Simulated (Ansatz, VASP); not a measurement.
One calculation of MnO, two programs

INCAR

```
SYSTEM = MnO
  PREC = Accurate
  ENCUT = 520
  EDIFF = 1E-7
  ISMEAR = -1
  SIGMA = 0.15
  LREAL = .False.
  LASPH = .True.
  NELM = 150
  ALGO = Normal
  ISIF = 2
  LWAVE = .False.
  LCHARG = .True.
  ISPIN = 2
  MAGMOM = 2.8 0
  LORBIT = 11
  LMAXMIX = 4
  LDAU = .True.
  LDAUTYPE = 2
  LDAUL = 2 -1
  LDAUU = 6 0
  LDAUJ = 0 0
  LDAUPRINT = 1
  GGA = PE
  LELF = .True.
  LVHAR = .True.
  NBANDS = 20
```

Contents of KPOINTS:

```
Automatic mesh
0
Gamma
  13 13 13
  0 0 0
```

File POSCAR:

```
MnO
1.0
    0.0000000000      2.2230000000      2.2230000000
    2.2230000000      0.0000000000      2.2230000000
    2.2230000000      2.2230000000      0.0000000000
Mn O
1 1
Direct
    0.0000000000      0.0000000000      0.0000000000
    0.5000000000      0.5000000000      0.5000000000
```

Input for Ansatz:

```yaml
crystal:
  lattice:
    - [0.0, 2.223, 2.223]
    - [2.223, 0.0, 2.223]
    - [2.223, 2.223, 0.0]
  atoms:
    - { symbol: Mn, position: [0.0, 0.0, 0.0], spin: 2.8 }
    - { symbol: O, position: [0.5, 0.5, 0.5], spin: 0.0 }
basis:
  ecutwfc: 435.382179935808
kpoints:
  mp_grid:
    grid: [13, 13, 13]
hamiltonian:
  xc: pbe
  hubbard:
    - { species: Mn, l: d, u_eff: 6.0 }
magnetization:
  spin_polarized: true
scf:
  occupations:
    method: fermi_dirac
    width: 0.15
output:
  eigenvalues: true
```

Alike in both runs: task single point; functional PBE; k mesh 13 × 13 × 13; occupations fermi-dirac, width 0.15 eV; collinear spin; Hubbard terms Mn d U = 6.0 eV.

|  | VASP | Ansatz |
| --- | --- | --- |
| version | VASP 6.6.1 | Ansatz 0.2.0 |
| potentials or method | VASP PAW PBE potentials, release 64 (Mn_pv, O), cutoff 520 eV | plane waves, PAW |
| valence electrons in the cell | 19 | 21 |

VASP gave:

| Quantity | Value |
| --- | --- |
| net moment per atom (μB) | 2.50 |
| size of the moment on the site where the two differ most (μB) | 4.68 |

Problem. What did Ansatz give for the same quantities?

Solution. net moment per atom (μB): 2.50; size of the moment on the site where the two differ most (μB): 4.31.

Site moments also hang on the region over which each program counts them. The programs project onto different local orbitals, so the same U acts differently, and such runs can settle in different states. VASP's potentials hold 19 valence electrons a cell and Ansatz's 21, so a difference there can come from the potentials and not from the codes. Ansatz's warnings: filled band counts differ across k points.
